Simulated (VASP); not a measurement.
**Sr: single point with BLYP**

Sr:

```
CELL_PARAMETERS angstrom
4.21754 0.00000 0.00000
-1.40585 3.97634 0.00000
-1.40585 -1.98817 3.44361
ATOMIC_POSITIONS crystal
Sr 0.00000 0.00000 0.00000
```

```json
{
  "Program": "VASP 6.6.1",
  "Task": "single point",
  "Functional": "BLYP",
  "Potentials or basis": "VASP PAW PBE potentials, release 64 (Sr_sv)",
  "Cutoff": "500 eV",
  "k mesh": "8 × 8 × 8",
  "Occupations": "gaussian, width 0.1 eV",
  "Spin": "no spin polarisation"
}
```

```
Pressure               : -0.4 GPa
Band gap on the k mesh : zero (band 5 reaches 2.22 eV, above the bottom of band 6 at 1.76 eV)
```

Levels at points of the mesh, in eV from the Fermi level:
| k point | band 2 | band 3 | band 4 | band 5 | band 6 | band 7 | band 8 | band 9 |
| --- | --- | --- | --- | --- | --- | --- | --- | --- |
| (0.00, 0.00, 0.00) | -18.75 | -18.75 | -18.75 | -3.54 | 2.13 | 2.13 | 2.13 | 3.36 |
| (0.50, 0.00, 0.00) | -18.92 | -18.81 | -18.75 | -1.00 | 0.27 | 1.09 | 3.16 | 3.78 |
| (0.50, 0.50, 0.50) | -18.87 | -18.87 | -18.87 | -0.12 | -0.12 | 3.51 | 3.51 | 3.51 |

It took 34 s on 1 thread of AMD EPYC 7R43 64-Core Processor (Zen 3) (shared host), peak memory 0.14 GiB.

Caveat: the PAW data sets were made with another functional, which shifts forces and pressure a little.
